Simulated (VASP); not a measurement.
Here is a VASP 6.6.1 calculation.

Contents of INCAR:

```
SYSTEM = CoO
PREC = Accurate
ENCUT = 600
EDIFF = 1E-6
ISMEAR = 0
SIGMA = 0.02
LREAL = .False.
LASPH = .True.
NELM = 150
ALGO = Normal
ISIF = 3
LWAVE = .False.
LCHARG = .False.
ISPIN = 2
MAGMOM = 2.88 0.24
LORBIT = 11
LMAXMIX = 4
LDAU = .True.
LDAUTYPE = 2
LDAUL = 2 -1
LDAUU = 3.32 0
LDAUJ = 0 0
LDAUPRINT = 1
GGA = PE
IBRION = 2
NSW = 70
EDIFFG = -0.008
PSTRESS = 30.0
```

Contents of KPOINTS:

```
Automatic mesh
0
Gamma
  12 12 12
  0 0 0
```

File POSCAR:

```
CoO
1.0
    1.5224672857      0.8789968972      2.4505194285
   -1.5224672857      0.8789968972      2.4505194285
    0.0000000000     -1.7579937944      2.4505194285
Co O
1 1
Direct
    0.0000000000      0.0000000000      0.0000000000
    0.5000000000      0.5000000000      0.5000000000
```

Potentials or basis: VASP PAW PBE potentials, release 64 (Co, O).

Launch:

```bash
$ cat potpaw_PBE.64/Co/POTCAR potpaw_PBE.64/O/POTCAR > POTCAR
$ mpirun -np 1 vasp_std > vasp.out
```

What does it give for the relaxed cell?

a = 2.964 Å, b = 2.964 Å, c = 2.964 Å, α = 61.38°, β = 61.38°, γ = 61.38°.

Predict the net moment.

3.00 μB per cell.

Predict the space group after relaxing (to 0.1 Å).

R-3m (No. 166).

Final structure:
```
Co O
1.0
     1.51286    0.87345    2.39437
    -1.51286    0.87345    2.39437
     0.00000   -1.74690    2.39437
Co O
1 1
Direct
  0.00000 0.00000 0.00000
  0.50000 0.50000 0.50000
```

Caveat: a cell with one magnetic atom can't hold antiferromagnetic order, which such compounds often take. The state reached can hang on the start; a lower one may exist.
